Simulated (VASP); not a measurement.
# Mg6NO6 in VASP: a series of runs

Runs on Mg6NO6. Level: PBE+D3(BJ). Tasks: single point.

Program: VASP 6.6.1. These are calculated values, not measurements. Logs are shortened: lines on timing, memory, paths and dates and some standing lists are left out, and cuts for length are marked.

**1. The cell of the first run**

The cell holds a slab with vacuum, 26 atoms: a = 5.952 Å, b = 5.952 Å, c = 24.545 Å, α = 90.00°, β = 90.00°, γ = 120.00°.

**2. Single point, PBE+D3(BJ)**

Input file INCAR:

```
SYSTEM = Mg6NO6
PREC     = Accurate       ! precision mode
ENCUT    = 520            ! plane-wave cutoff, eV
EDIFF    = 1E-6           ! SCF threshold, eV
ISMEAR   = 0              ! smearing method
SIGMA    = 0.05           ! smearing width, eV
LREAL    = Auto         
LASPH    = .True.         ! aspherical terms in the spheres
NELM     = 80             ! most SCF steps
ALGO     = Normal         ! electronic algorithm
ISIF     = 2              ! what is computed and relaxed
LWAVE    = .False.        ! write WAVECAR
LCHARG   = .False.        ! write CHGCAR
LDIPOL   = .True.       
IDIPOL   = 3            
DIPOL    = 0.5 0.5 0.308
GGA      = PE             ! functional
IVDW     = 12             ! dispersion correction
NBANDS   = 72             ! bands
```

Input file KPOINTS:

```
regular mesh
0
Gamma
  6 6 1
  0 0 0
```

Input file POSCAR:

```
Mg6NO6
1.0
    5.9515779654      0.0000000000      0.0000000000
   -2.9757889827      5.1542177107      0.0000000000
    0.0000000000      0.0000000000     24.5450895495
O Mg N
12 12 2
Direct
    0.1666666667      0.3333333333      0.1629653863
    0.1666666667      0.8333333333      0.1629653863
    0.6666666667      0.3333333333      0.1629653863
    0.6666666667      0.8333333333      0.1629653863
    0.0000000000      0.0000000000      0.2619555132
    0.0000000000      0.5000000000      0.2619555132
    0.5000000000      0.0000000000      0.2619555132
    0.5000000000      0.5000000000      0.2619555132
    0.3333333333      0.1666666667      0.3629884506
    0.3333333333      0.6666666667      0.3629884506
    0.8333333333      0.1666666667      0.3629884506
    0.8333333333      0.6666666667      0.3629884506
    0.3333333333      0.1666666667      0.2124604498
    0.3333333333      0.6666666667      0.2124604498
    0.8333333333      0.1666666667      0.2124604498
    0.8333333333      0.6666666667      0.2124604498
    0.1666666667      0.3333333333      0.3075949074
    0.1666666667      0.8333333333      0.3075949074
    0.6666666667      0.3333333333      0.3075949074
    0.6666666667      0.8333333333      0.3075949074
    0.0000000000      0.0000000000      0.4092504747
    0.0000000000      0.5000000000      0.4092504747
    0.5000000000      0.0000000000      0.4092504747
    0.5000000000      0.5000000000      0.4092504747
    0.0000000000      0.0833333333      0.5477710530
    0.0000000000      0.0833333333      0.5925865343
```

Potentials or basis: VASP PAW PBE potentials, release 64 (O, Mg, N).

Launch:

```
$ cat potpaw_PBE.64/O/POTCAR potpaw_PBE.64/Mg/POTCAR potpaw_PBE.64/N/POTCAR > POTCAR
$ mpirun -np 1 vasp_std > vasp.out
```

OUTCAR:

```text
SYSTEM = Mg6NO6
   PREC = Accurate
   ENCUT = 520
   EDIFF = 1E-6
   ISMEAR = 0
   LREAL = Auto
   LASPH = .True.
   NELM = 80
   ISIF = 2
   GGA = PE
   IVDW = 12
 IVDW          = 12

 ion  position               nearest neighbor table
   1  0.167  0.333  0.163-  13 2.10  15 2.10  14 2.10
   2  0.167  0.833  0.163-  14 2.10  16 2.10  13 2.10
   3  0.667  0.333  0.163-  15 2.10  13 2.10  16 2.10
   4  0.667  0.833  0.163-  16 2.10  14 2.10  15 2.10
   5  0.000  0.000  0.262-  20 2.05  17 2.05  18 2.05  13 2.10  16 2.10  15 2.10
   6  0.000  0.500  0.262-  19 2.05  18 2.05  17 2.05  14 2.10  15 2.10  16 2.10
   7  0.500  0.000  0.262-  18 2.05  19 2.05  20 2.05  15 2.10  14 2.10  13 2.10
   8  0.500  0.500  0.262-  17 2.05  20 2.05  19 2.05  16 2.10  13 2.10  14 2.10
   9  0.333  0.167  0.363-  21 2.06  24 2.06  23 2.06  17 2.19  19 2.19  18 2.19
  10  0.333  0.667  0.363-  22 2.06  23 2.06  24 2.06  18 2.19  20 2.19  17 2.19
  11  0.833  0.167  0.363-  23 2.06  22 2.06  21 2.06  19 2.19  17 2.19  20 2.19
  12  0.833  0.667  0.363-  24 2.06  21 2.06  22 2.06  20 2.19  18 2.19  19 2.19
  13  0.333  0.167  0.212-   5 2.10   8 2.10   7 2.10   1 2.10   3 2.10   2 2.10  17 2.90  19 2.90
                            18 2.90  15 2.98  15 2.98  14 2.98  14 2.98  16 2.98  16 2.98
  14  0.333  0.667  0.212-   6 2.10   7 2.10   8 2.10   2 2.10   4 2.10   1 2.10  18 2.90  20 2.90
                            17 2.90  16 2.98  16 2.98  15 2.98  13 2.98  13 2.98  15 2.98
  15  0.833  0.167  0.212-   7 2.10   6 2.10   5 2.10   3 2.10   1 2.10   4 2.10  19 2.90  17 2.90
[... 4 lines left out ...]
                            14 2.90  19 2.98  19 2.98  20 2.98  18 2.98  18 2.98  20 2.98  24 3.03
  18  0.167  0.833  0.308-   7 2.05   6 2.05   5 2.05  10 2.19  12 2.19   9 2.19  14 2.90  16 2.90
                            13 2.90  20 2.98  20 2.98  17 2.98  17 2.98  19 2.98  19 2.98  23 3.03
  19  0.667  0.333  0.308-   6 2.05   7 2.05   8 2.05  11 2.19   9 2.19  12 2.19  15 2.90  13 2.90
                            16 2.90  17 2.98  17 2.98  20 2.98  20 2.98  18 2.98  18 2.98  22 3.03
  20  0.667  0.833  0.308-   5 2.05   8 2.05   7 2.05  12 2.19  10 2.19  11 2.19  16 2.90  14 2.90
                            15 2.90  18 2.98  18 2.98  19 2.98  19 2.98  17 2.98  17 2.98  21 3.03
  21  0.000  0.000  0.409-   9 2.06  12 2.06  11 2.06  23 2.98  23 2.98  24 2.98  22 2.98  22 2.98
                            24 2.98  20 3.03  17 3.03  18 3.03
  22  0.000  0.500  0.409-  10 2.06  11 2.06  12 2.06  24 2.98  24 2.98  21 2.98  21 2.98  23 2.98
                            23 2.98  19 3.03  18 3.03  17 3.03
  23  0.500  0.000  0.409-  11 2.06  10 2.06   9 2.06  21 2.98  21 2.98  24 2.98  24 2.98  22 2.98
                            22 2.98  18 3.03  19 3.03  20 3.03
  24  0.500  0.500  0.409-  12 2.06   9 2.06  10 2.06  22 2.98  22 2.98  23 2.98  23 2.98  21 2.98
                            21 2.98  17 3.03  20 3.03  19 3.03
  25  0.000  0.083  0.548-  26 1.10
  26  0.000  0.083  0.593-  25 1.10

  LATTYP: Found a hexagonal cell.
 ALAT       =     5.9515779654
 C/A-ratio  =     4.1241313971

  Lattice vectors:

 A1 = (   5.9515779654,   0.0000000000,   0.0000000000)
 A2 = (  -2.9757889827,   5.1542177107,   0.0000000000)
 A3 = (   0.0000000000,   0.0000000000,  24.5450895495)

Analysis of symmetry for initial positions (statically):
=====================================================================
 Subroutine PRICEL returns:
 Original cell was already a primitive cell.

 Routine SETGRP: Setting up the symmetry group for a
 hexagonal supercell.

 Subroutine GETGRP returns: Found  1 space group operations
 (whereof  1 operations were pure point group operations)
 out of a pool of 24 trial point group operations.

The static configuration has the point symmetry C_1 .

Analysis of symmetry for dynamics (positions and initial velocities):
=====================================================================
 Subroutine PRICEL returns:
 Original cell was already a primitive cell.

 Routine SETGRP: Setting up the symmetry group for a
 hexagonal supercell.

 Subroutine GETGRP returns: Found  1 space group operations
 (whereof  1 operations were pure point group operations)
 out of a pool of 24 trial point group operations.

The dynamic configuration has the point symmetry C_1 .

 Subroutine INISYM returns: Found  1 space group operations
 (whereof  1 operations are pure point group operations),
 and found     1 'primitive' translations

----------------------------------------------------------------------------------------

                                     Primitive cell

  volume of cell :     752.9385

  direct lattice vectors                    reciprocal lattice vectors
     5.951577965  0.000000000  0.000000000     0.168022667  0.097007932  0.000000000
[... 86 lines left out ...]

 Found     20 irreducible k-points:

 Following reciprocal coordinates:
            Coordinates               Weight
  0.000000  0.000000  0.000000      1.000000
  0.166667  0.000000  0.000000      2.000000
  0.000000  0.166667  0.000000      2.000000
 -0.166667  0.166667  0.000000      2.000000
  0.333333  0.000000  0.000000      2.000000
  0.000000  0.333333  0.000000      2.000000
[... 12 lines left out ...]
  0.500000 -0.166667  0.000000      2.000000
  0.333333  0.333333  0.000000      2.000000
   k-points           NKPTS =     20   k-points in BZ     NKDIM =     20   number of bands    NBANDS=     72
   number of dos      NEDOS =    301   number of ions     NIONS =     26
   total plane-waves  NPLWV = 442368
   dimension x,y,z NGX =    48 NGY =   48 NGZ =  192
   dimension x,y,z NGXF=    96 NGYF=   96 NGZF=  384
   ions per type =              12  12   2
   NGX,Y,Z   is equivalent  to a cutoff of  13.41, 13.41, 13.00 a.u.
   NGXF,Y,Z  is equivalent  to a cutoff of  26.82, 26.82, 26.01 a.u.
 SYSTEM =  Mg6NO6
   PREC   = accura    normal or accurate (medium, high low for compatibility)
   ISTART =      0    job   : 0-new  1-cont  2-samecut
   ICHARG =      2    charge: 1-file 2-atom 10-const
   ISPIN  =      1    spin polarized calculation?
   LNONCOLLINEAR =      F non collinear calculations
   LSORBIT =      F    spin-orbit coupling
   LASPH  =      T    aspherical Exc in radial PAW
   ENCUT  =  520.0 eV  38.22 Ry    6.18 a.u.  11.07 11.07 45.64*2*pi/ulx,y,z
   NELM   =     80;   NELMIN=  2; NELMDL= -5     # of ELM steps
   EDIFF  = 0.1E-05   stopping-criterion for ELM
   LREAL  =      T    real-space projection
   EDIFFG = 0.1E-04   stopping-criterion for IOM
   NSW    =      0    number of steps for IOM
   IBRION =     -1    ionic relax: 0-MD 1-quasi-New 2-CG
   NFREE  =      0    steps in history (QN), initial steepest desc. (CG)
   ISIF   =      2    stress and relaxation
   ISYM   =      2    0-nonsym 1-usesym 2-fastsym
   POTIM  = 0.5000    time-step for ionic-motion
   TEBEG  =    0.0;   TEEND  =   0.0 temperature during run
   PSTRESS=    0.0 pullay stress
   NELECT =     106.0000    total number of electrons
   NUPDOWN=      -1.0000    fix difference up-down
   EMIN   =  10.00;   EMAX   =-10.00  energy-range for DOS
   EFERMI =   0.00;   METHOD = LEGACY
   ISMEAR =     0;   SIGMA  =   0.05  broadening in eV -4-tet -1-fermi 0-gaus
   EFERMI_NEDOS =   21; number of points for ismear=-14 and -15
   IALGO  =     38    algorithm
   IMIX   =      4    mixing-type and parameters
     AMIX     =   0.40;   BMIX     =  1.00
     AMIX_MAG =   1.60;   BMIX_MAG =  1.00
  volume/ion in A,a.u.               =      28.96       195.43
  Fermi-wavevector in a.u.,A,eV,Ry     =   0.851642  1.609370  9.868220  0.725294
  Thomas-Fermi vector in A             =   1.967806
   LORBIT       =      0    0 simple, 1 ext, 2 COOP (PROOUT), +10 PAW based schemes
   GGA     = PE    functional components
   LHFCALC =     F    Hartree Fock is set to
   AEXX    =    0.0000 exact exchange contribution
   IVDW    =    12    specifies the selected vdW correction
   LEPSILON=     F    determine dielectric tensor
   LRPA    =     F    only Hartree local field effects (RPA)
 non-spin polarized calculation
 Gauss-broadening in eV      SIGMA  =   0.05
  energy-cutoff  :      520.00
  volume of cell :      752.94
 maximum number of plane-waves:     20320
 NGX is ok and might be reduce to    48
   NGX = 23   NGY = 23   NGZ = 91

 dipolmoment           0.000000      0.000000      0.156159 electrons x Angstroem

 number of electron     105.9999993 magnetization

 dipolmoment           0.000000      0.000000     -0.966193 electrons x Angstroem

 Free energy of the ion-electron system (eV)
  ---------------------------------------------------
  ext. energy  EPLUGINS =         0.00000000
  ---------------------------------------------------
  free energy    TOTEN  =      -137.82771959 eV

  energy without entropy =     -137.81139842  energy(sigma->0) =     -137.81955900

 E-fermi :  -3.0795     XC(G=0):  -4.5830

 val. band max:       -3.1114807149   @ k =   0.0000   0.1667   0.0000
 cond. band min:      -3.0558532487   @ k =  -0.1667   0.5000   0.0000
 fundamental gap:      0.0556274662
 Fermi energy:        -3.0795089624

 k-point     1 :       0.0000    0.0000    0.0000
  band No.  band energies     occupation
      1     -27.2641      2.00000
      2     -23.0248      2.00000
      3     -22.1527      2.00000
      4     -22.1392      2.00000
      5     -22.1253      2.00000
      6     -21.9023      2.00000
[... 1349 lines left out ...]
     64       2.3829      0.00000
     65       2.6613      0.00000
 [bands above 65 left out]

------------------------ aborting loop because EDIFF is reached ----------------------------------------

 vacuum level on the upper side and lower side of the slab       (xc-potential included)        -2.930         2.677

 Edisp (eV)   -5.09527

 E8    (eV) :    -2.0636

  FORCE on cell =-STRESS in cart. coord.  units (eV):
  Direction    XX          YY          ZZ          XY          YZ          ZX
  --------------------------------------------------------------------------------------
  -------------------------------------------------------------------------------------
  Total       1.97301     1.98047     2.45459     0.00409    -0.02119     0.00964
  in kB       4.19837     4.21425     5.22312     0.00871    -0.04509     0.02051
  external pressure =        4.55 kB  Pullay stress =        0.00 kB

 VOLUME and BASIS-vectors are now :
 -----------------------------------------------------------------------------
  energy-cutoff  :      520.00
  volume of cell :      752.94
      direct lattice vectors                 reciprocal lattice vectors
     5.951577965  0.000000000  0.000000000     0.168022667  0.097007932  0.000000000
    -2.975788983  5.154217711  0.000000000     0.000000000  0.194015864  0.000000000
     0.000000000  0.000000000 24.545089549     0.000000000  0.000000000  0.040741347

 POSITION                                       TOTAL-FORCE (eV/Angst)
 -----------------------------------------------------------------------------------
      0.00000      1.71807      4.00000        -0.000111      0.000165      1.292670
     -1.48789      4.29518      4.00000         0.000335     -0.000026      1.294201
      2.97579      1.71807      4.00000         0.000139     -0.000268      1.292045
      1.48789      4.29518      4.00000        -0.000338      0.000105      1.293314
      0.00000      0.00000      6.42972        -0.001238      0.001652      1.441943
     -1.48789      2.57711      6.42972        -0.001909     -0.003658      1.442508
[... 18 lines left out ...]
     -0.24798      0.42952     13.44509         0.005290     -0.011052     -2.117520
     -0.24798      0.42952     14.54509        -0.001668      0.003647      2.224797
 -----------------------------------------------------------------------------------
    total drift:                               -0.000249      0.000032     -0.006762

  FREE ENERGIE OF THE ION-ELECTRON SYSTEM (eV)
  ---------------------------------------------------
  free  energy   TOTEN  =      -142.9229909971 eV

  energy  without entropy=     -142.9066698246  energy(sigma->0) =     -142.91483041

 vacuum level on the upper side and lower side of the slab         1.196         6.921
```

Wall time 50 min (1 thread of Intel Xeon 6975P-C (Granite Rapids), shared host); peak memory 1.2 GiB.

Results:

- Free energy: -142.9230 eV
- Largest force: 2.709 eV/Å
- Band gap on the k mesh: zero (bands 53 and 54 overlap by 0.50 eV)
- Dispersion energy per atom: -0.196 eV

Forces in eV/Å, atoms in the order of the input:
```
O    0.000  0.000  1.293
O    0.000  0.000  1.294
O    0.000  0.000  1.292
O    0.000  0.000  1.293
O   -0.001  0.002  1.442
O   -0.002 -0.004  1.443
O    0.001  0.004  1.445
O    0.002 -0.002  1.440
O   -0.025 -0.006  0.003
O    0.001 -0.005 -0.040
O    0.027 -0.009  0.029
O   -0.002  0.020 -0.015
Mg   0.000  0.001 -2.708
Mg   0.001 -0.001 -2.708
Mg   0.000  0.001 -2.709
Mg  -0.001 -0.001 -2.708
Mg   0.005  0.011  0.019
Mg   0.003 -0.006  0.026
Mg  -0.005  0.008  0.015
Mg  -0.003 -0.012  0.022
Mg   0.020 -0.037 -0.104
Mg  -0.019  0.044 -0.062
Mg  -0.023 -0.018 -0.051
Mg   0.018  0.018 -0.058
N    0.005 -0.011 -2.118
N   -0.002  0.004  2.225
```

Levels at points of the mesh, in eV from the Fermi level:
```tsv
k point	band 49	band 50	band 51	band 52	band 53	band 54	band 55	band 56	band 57	band 58
(0.00, 0.00, 0.00)	-0.21	-0.06	-0.06	-0.06	0.45	0.45	1.56	1.62	1.72	2.20
(0.50, 0.00, 0.00)	-0.67	-0.36	-0.36	-0.16	-0.16	0.18	0.18	1.10	1.24	2.18
(0.00, 0.50, 0.00)	-0.67	-0.36	-0.36	-0.16	-0.16	0.18	0.18	1.11	1.24	2.18
(0.50, 0.50, 0.00)	-0.67	-0.36	-0.36	-0.16	-0.16	0.18	0.18	1.10	1.24	2.18
```

Caveat: the standard files for N, O and F lose accuracy on very short bonds.

**3. Single point, PBE+D3(BJ)**

Input file INCAR:

```
SYSTEM = Mg6NO6
ALGO = Normal
DIPOL = 0.5 0.5 0.308
EDIFF = 1E-6
ENCUT = 520
GGA = PE
IDIPOL = 3
ISIF = 2
ISMEAR = 0
IVDW = 12
LASPH = .TRUE.
LCHARG = .FALSE.
LDIPOL = .TRUE.
LREAL = Auto
LWAVE = .FALSE.
NBANDS = 72
NELM = 60
PREC = Accurate
SIGMA = 0.05
```

Input file KPOINTS:

```
k-points
0
G
  6 6 1
  0 0 0
```

Edit POSCAR of step 2 so:

```diff
@@ -32,3 +32,3 @@
     0.5000000000      0.5000000000      0.4092504747
-    0.0000000000      0.0833333333      0.5477710530
-    0.0000000000      0.0833333333      0.5925865343
+    0.2500000000      0.1666666667      0.5477710530
+    0.2500000000      0.1666666667      0.5925865343
```

Potentials or basis: VASP PAW PBE potentials, release 64 (O, Mg, N).

Launch:

```
$ cat potpaw_PBE.64/O/POTCAR potpaw_PBE.64/Mg/POTCAR potpaw_PBE.64/N/POTCAR > POTCAR
$ mpirun -np 1 vasp_std > vasp.out
```

OUTCAR:

```text
SYSTEM = Mg6NO6
   EDIFF = 1E-6
   ENCUT = 520
   GGA = PE
   ISIF = 2
   ISMEAR = 0
   IVDW = 12
   LASPH = .TRUE.
   LREAL = Auto
   NELM = 60
   PREC = Accurate
 IVDW          = 12

 ion  position               nearest neighbor table
   1  0.167  0.333  0.163-  13 2.10  15 2.10  14 2.10
   2  0.167  0.833  0.163-  14 2.10  16 2.10  13 2.10
   3  0.667  0.333  0.163-  15 2.10  13 2.10  16 2.10
   4  0.667  0.833  0.163-  16 2.10  14 2.10  15 2.10
   5  0.000  0.000  0.262-  20 2.05  17 2.05  18 2.05  13 2.10  16 2.10  15 2.10
   6  0.000  0.500  0.262-  19 2.05  18 2.05  17 2.05  14 2.10  15 2.10  16 2.10
   7  0.500  0.000  0.262-  18 2.05  19 2.05  20 2.05  15 2.10  14 2.10  13 2.10
[... 1646 lines left out ...]
  external pressure =        4.59 kB  Pullay stress =        0.00 kB

 VOLUME and BASIS-vectors are now :
 -----------------------------------------------------------------------------
  energy-cutoff  :      520.00
  volume of cell :      752.94
      direct lattice vectors                 reciprocal lattice vectors
     5.951577965  0.000000000  0.000000000     0.168022667  0.097007932  0.000000000
    -2.975788983  5.154217711  0.000000000     0.000000000  0.194015864  0.000000000
     0.000000000  0.000000000 24.545089549     0.000000000  0.000000000  0.040741347

 POSITION                                       TOTAL-FORCE (eV/Angst)
 -----------------------------------------------------------------------------------
      0.00000      1.71807      4.00000         0.000298     -0.000063      1.291974
     -1.48789      4.29518      4.00000         0.000228      0.000395      1.292340
      2.97579      1.71807      4.00000        -0.000344     -0.000358      1.292177
      1.48789      4.29518      4.00000        -0.000223      0.000025      1.295152
      0.00000      0.00000      6.42972         0.004546      0.002849      1.442817
     -1.48789      2.57711      6.42972        -0.000277     -0.000412      1.437776
[... 18 lines left out ...]
      0.99193      0.85904     13.44509        -0.003599     -0.004009     -2.114610
      0.99193      0.85904     14.54509         0.001005      0.001343      2.238356
 -----------------------------------------------------------------------------------
    total drift:                                0.000593     -0.000080     -0.004774

  FREE ENERGIE OF THE ION-ELECTRON SYSTEM (eV)
  ---------------------------------------------------
  free  energy   TOTEN  =      -142.9171027836 eV

  energy  without entropy=     -142.9007857050  energy(sigma->0) =     -142.90894424

 vacuum level on the upper side and lower side of the slab         1.192         6.880
```

It took 67 min on 1 thread of AMD EPYC 9R45 (Zen 5), shared host; peak memory 1.2 GiB.

What came out:

```yaml
Free_energy: -142.9171 eV
Largest_force: 2.710 eV/Å
Band_gap_on_the_k_mesh: zero (bands 53 and 54 overlap by 0.50 eV)
Dispersion_energy_per_atom: -0.196 eV
```

Forces in eV/Å, atoms in the order of the input:
```
O    0.000  0.000  1.292
O    0.000  0.000  1.292
O    0.000  0.000  1.292
O    0.000  0.000  1.295
O    0.005  0.003  1.443
O    0.000  0.000  1.438
O   -0.005  0.003  1.445
O    0.000 -0.006  1.444
O   -0.016  0.000  0.066
O    0.003 -0.006 -0.031
O    0.013 -0.002 -0.025
O   -0.001  0.008 -0.030
Mg   0.000  0.000 -2.710
Mg  -0.002 -0.002 -2.708
Mg   0.001  0.002 -2.708
Mg   0.002 -0.001 -2.707
Mg  -0.017  0.010  0.018
Mg  -0.001 -0.021  0.019
Mg   0.017  0.012  0.018
Mg   0.002 -0.002  0.030
Mg  -0.064 -0.056 -0.098
Mg  -0.021  0.007 -0.051
Mg   0.067 -0.032 -0.064
Mg   0.023  0.083 -0.083
N   -0.004 -0.004 -2.115
N    0.001  0.001  2.238
```

Levels at points of the mesh, in eV from the Fermi level:
| k point | band 49 | band 50 | band 51 | band 52 | band 53 | band 54 | band 55 | band 56 | band 57 | band 58 |
| --- | --- | --- | --- | --- | --- | --- | --- | --- | --- | --- |
| (0.00, 0.00, 0.00) | -0.21 | -0.06 | -0.06 | -0.06 | 0.45 | 0.45 | 1.56 | 1.62 | 1.72 | 2.20 |
| (0.50, 0.00, 0.00) | -0.67 | -0.36 | -0.36 | -0.16 | -0.16 | 0.18 | 0.18 | 1.10 | 1.24 | 2.20 |
| (0.00, 0.50, 0.00) | -0.67 | -0.36 | -0.36 | -0.16 | -0.16 | 0.18 | 0.18 | 1.10 | 1.24 | 2.20 |
| (0.50, 0.50, 0.00) | -0.67 | -0.36 | -0.36 | -0.16 | -0.16 | 0.18 | 0.18 | 1.10 | 1.24 | 2.21 |

Caveat: the standard files for N, O and F lose accuracy on very short bonds.

The gap in the log of VASP goes by the Fermi energy; the results here count the filled bands.